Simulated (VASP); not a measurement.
SiTe4H, 6 atoms in the cell. The structure is tetragonal, space group P4/mmm (No. 123). The conventional cell has a = 7.483 Å, b = 7.483 Å, c = 3.130 Å, α = 90.00°, β = 90.00°, γ = 90.00°. Within 4.1 Å of Si (site symmetry 4/mmm) lie 2 Si at 3.13 Å. Within 3.0 Å of Te (site symmetry m2m) lie 1 H at 2.30 Å and 1 Te at 2.89 Å. H (site symmetry 4/mmm) has 4 Te at 2.30 Å within 3.0 Å. 

- Program: VASP 6.6.1
- Task: relaxation of cell and atoms
- Functional: PBE
- Potentials or basis: VASP PAW PBE potentials, release 64 (Si, Te, H)
- Cutoff: 600 eV
- k mesh: 2 × 2 × 6
- Occupations: gaussian, width 0.1 eV
- Spin: no spin polarisation
- Dipole correction: no
- Further INCAR settings: ALGO = Normal; EDIFF = 1e-06; IBRION = 2; EDIFFG = -0.04; NSW = 90; ISIF = 3

Potentials or basis: VASP PAW PBE potentials, release 64 (Si, Te, H).

Command:

```console
$ cat potpaw_PBE.64/Si/POTCAR potpaw_PBE.64/Te/POTCAR potpaw_PBE.64/H/POTCAR > POTCAR
$ mpirun -np 1 vasp_std > vasp.out
```

Hardware: 1 thread of Oxide Virtual Turin-like Processor, with other jobs on the host.

Q: Estimate the wall time of this run.

A: Run time: 4.2 min on 1 thread of Oxide Virtual Turin-like Processor, with other jobs on the host, peak memory 0.31 GiB. Counts: scf iterations 64, k points 12, ion steps 8.
